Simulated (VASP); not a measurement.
# ZrC (Fm-3m) in VASP: further runs, part 2 of 2

VASP 6.6.1.

## Step 4: Electric field gradients, PBE (volume scaled by 0.97)

File INCAR:

```
ALGO     = Normal         # electronic algorithm
EDIFF    = 1E-8           # SCF threshold, eV
ENCUT    = 520            # plane-wave cutoff, eV
GGA      = PE             # functional
ISIF     = 2              # what is computed and relaxed
ISMEAR   = -1             # smearing method
LASPH    = T              # aspherical terms in the spheres
LCHARG   = F              # write CHGCAR
LEFG     = T            
LREAL    = F              # projectors in reciprocal space
LWAVE    = F              # write WAVECAR
NBANDS   = 15             # bands
NELM     = 100            # most SCF steps
PREC     = Accurate       # precision mode
SIGMA    = 0.05           # smearing width, eV
```

File KPOINTS:

```
k-points
0
Gamma
  15 15 15
```

File POSCAR:

```
ZrC
1.0
    0.0000000000      2.3264688819      2.3264688819
    2.3264688819      0.0000000000      2.3264688819
    2.3264688819      2.3264688819      0.0000000000
Zr C
1 1
Direct
    0.5000000000      0.5000000000      0.5000000000
    0.0000000000      0.0000000000      0.0000000000
```

Potentials or basis: VASP PAW PBE potentials, release 64 (Zr_sv, C).

Launch:

```
$ cat potpaw_PBE.64/Zr_sv/POTCAR potpaw_PBE.64/C/POTCAR > POTCAR
$ mpirun -np 1 vasp_std > vasp.out
```

OUTCAR:

```text
EDIFF = 1E-8
   ENCUT = 520
   GGA = PE
   ISIF = 2
   ISMEAR = -1
   LASPH = T
   LREAL = F
   NELM = 100
   PREC = Accurate

 ion  position               nearest neighbor table
   1  0.500  0.500  0.500-   2 2.33   2 2.33   2 2.33   2 2.33   2 2.33   2 2.33
   2  0.000  0.000  0.000-   1 2.33   1 2.33   1 2.33   1 2.33   1 2.33   1 2.33

  LATTYP: Found a face centered cubic cell.
 ALAT       =     4.6529377638

  Lattice vectors:

 A1 = (   0.0000000000,   2.3264688819,   2.3264688819)
 A2 = (   2.3264688819,   0.0000000000,   2.3264688819)
 A3 = (   2.3264688819,   2.3264688819,   0.0000000000)

Analysis of symmetry for initial positions (statically):
=====================================================================
 Subroutine PRICEL returns:
 Original cell was already a primitive cell.

 Routine SETGRP: Setting up the symmetry group for a
 face centered cubic supercell.

 Subroutine GETGRP returns: Found 48 space group operations
[... 618 lines left out ...]
  volume of cell :       25.18
      direct lattice vectors                 reciprocal lattice vectors
     0.000000000  2.326468882  2.326468882    -0.214917983  0.214917983  0.214917983
     2.326468882  0.000000000  2.326468882     0.214917983 -0.214917983  0.214917983
     2.326468882  2.326468882  0.000000000     0.214917983  0.214917983 -0.214917983

 POSITION                                       TOTAL-FORCE (eV/Angst)
 -----------------------------------------------------------------------------------
      2.32647      2.32647      2.32647        -0.000000     -0.000000     -0.000000
      0.00000      0.00000      0.00000         0.000000      0.000000      0.000000
 -----------------------------------------------------------------------------------
    total drift:                                0.000000     -0.000000      0.000000

  FREE ENERGIE OF THE ION-ELECTRON SYSTEM (eV)
  ---------------------------------------------------
  free  energy   TOTEN  =       -19.4372760118 eV

  energy  without entropy=      -19.4348803352  energy(sigma->0) =      -19.43607817

 Electric field gradients (V/A^2)
---------------------------------------------------------------------
 ion       V_xx      V_yy      V_zz      V_xy      V_xz      V_yz
---------------------------------------------------------------------
   1       0.000     0.000     0.000    -0.000    -0.000    -0.000
   2      -0.000     0.000     0.000     0.000     0.000     0.000
---------------------------------------------------------------------

 Electric field gradients after diagonalization (V/A^2)
 (convention: |V_zz| > |V_xx| > |V_yy|)
----------------------------------------------------------------------
 ion       V_xx      V_yy      V_zz     asymmetry (V_yy - V_xx)/ V_zz
----------------------------------------------------------------------
   1       0.000     0.000    -0.000       0.000
   2      -0.000    -0.000     0.001       0.000
----------------------------------------------------------------------

           NMR quadrupolar parameters

 Cq : quadrupolar parameter    Cq=e*Q*V_zz/h
 eta: asymmetry parameters     (V_yy - V_xx)/ V_zz
 Q  : nuclear electric quadrupole moment in mb (millibarn)
----------------------------------------------------------------------
 ion       Cq(MHz)       eta       Q (mb)
----------------------------------------------------------------------
   1      -0.000       0.000       1.000
   2       0.000       0.000       1.000
----------------------------------------------------------------------
```

OSZICAR:

```text
N       E                     dE             d eps       ncg     rms          rms(c)
DAV:   1     0.101822372843E+03    0.10182E+03   -0.86036E+03  3600   0.108E+03
DAV:   2    -0.166574903789E+02   -0.11848E+03   -0.11056E+03  4524   0.291E+02
DAV:   3    -0.227260002254E+02   -0.60685E+01   -0.60293E+01  5888   0.554E+01
DAV:   4    -0.228635693398E+02   -0.13757E+00   -0.13752E+00  4456   0.589E+00
DAV:   5    -0.228647848587E+02   -0.12155E-02   -0.12155E-02  4686   0.524E-01    0.216E+01
DAV:   6    -0.195251617527E+02    0.33396E+01   -0.62113E+00  4245   0.228E+01    0.761E+00
DAV:   7    -0.194489594705E+02    0.76202E-01   -0.63530E-01  4185   0.582E+00    0.661E+00
DAV:   8    -0.194747151847E+02   -0.25756E-01   -0.31325E-01  4365   0.433E+00    0.534E+00
DAV:   9    -0.194386416503E+02    0.36074E-01   -0.58041E-02  3929   0.173E+00    0.105E+00
DAV:  10    -0.194373027340E+02    0.13389E-02   -0.71227E-03  4762   0.683E-01    0.174E-01
DAV:  11    -0.194372840771E+02    0.18657E-04   -0.24500E-04  4006   0.151E-01    0.531E-02
DAV:  12    -0.194372778208E+02    0.62563E-05   -0.45276E-06  4516   0.190E-02    0.140E-02
DAV:  13    -0.194372761002E+02    0.17206E-05   -0.20690E-06  4462   0.967E-03    0.254E-03
DAV:  14    -0.194372760118E+02    0.88320E-07   -0.78078E-08  4209   0.200E-03    0.733E-04
DAV:  15    -0.194372760118E+02    0.60481E-10   -0.48083E-09  3277   0.625E-04
   1 F= -.19437276E+02 E0= -.19436078E+02  d E =-.239568E-02
```

stdout:

```text
POSCAR found type information on POSCAR ZrC
 POSCAR found :  2 types and       2 ions
 scaLAPACK will be used
 LDA part: xc-table for (Slater+PW92), standard interpolation
 POSCAR, INCAR and KPOINTS ok, starting setup
 FFT: planning ... GRIDC
 FFT: planning ... GRID_SOFT
 FFT: planning ... GRID
 WAVECAR not read
 entering main loop
ion   1

ion   2
```

Run time: 14 s. Hardware: 1 thread of Intel Xeon 6975P-C (Granite Rapids), shared host; peak memory 0.17 GiB.

Results:

* Free energy: -19.4373 eV
* Pressure: 8.8 GPa
* Band gap on the k mesh: zero (band 8 reaches 10.91 eV, above the bottom of band 9 at 9.60 eV)

Caveat: without QUAD_EFG the Cq values of the log hold for a quadrupole moment of 1 mb, not for the nuclei.
